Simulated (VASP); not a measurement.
## Sn: single point with PBE

Crystal: Sn.

```xyz
1
Lattice="-1.7493 1.7989 2.3691 1.7493 -1.7989 2.3691 1.7493 1.7989 -2.3691" Properties=species:S:1:pos:R:3 pbc="T T T"
Sn    0.0000    0.0000    0.0000
```

| Quantity | Value |
| --- | --- |
| Program | VASP 6.6.1 |
| Task | single point |
| Functional | PBE |
| Potentials or basis | VASP PAW PBE potentials, release 64 (Sn_d) |
| Cutoff | 500 eV |
| k mesh | 11 × 11 × 11 |
| Occupations | fermi-dirac, width 0.05 eV |
| Spin | no spin polarisation |
| Dipole correction | no |
| Further INCAR settings | ALGO = Normal; EDIFF = 1e-06; NBANDS = 13 |

The pressure is -2.6 GPa and the band gap on the k mesh is zero (bands 7 and 8 overlap by 8.40 eV).

Stress tensor (GPa, compression positive):
```
-2.06  0.00  0.00
 0.00 -3.62  0.00
 0.00  0.00 -2.21
```

Levels at points of the mesh, in eV from the Fermi level:
```csv
k point,band 5,band 6,band 7,band 8,band 9,band 10
"(0.00, 0.00, 0.00)",-21.47,-10.51,6.72,6.86,7.24,10.55
```

It took 96 s on 1 thread of Intel Xeon 8259CL, with other jobs on the host, peak memory 0.21 GiB.

Caveat: spin-orbit coupling is left out, which moves the levels of the heavy elements.
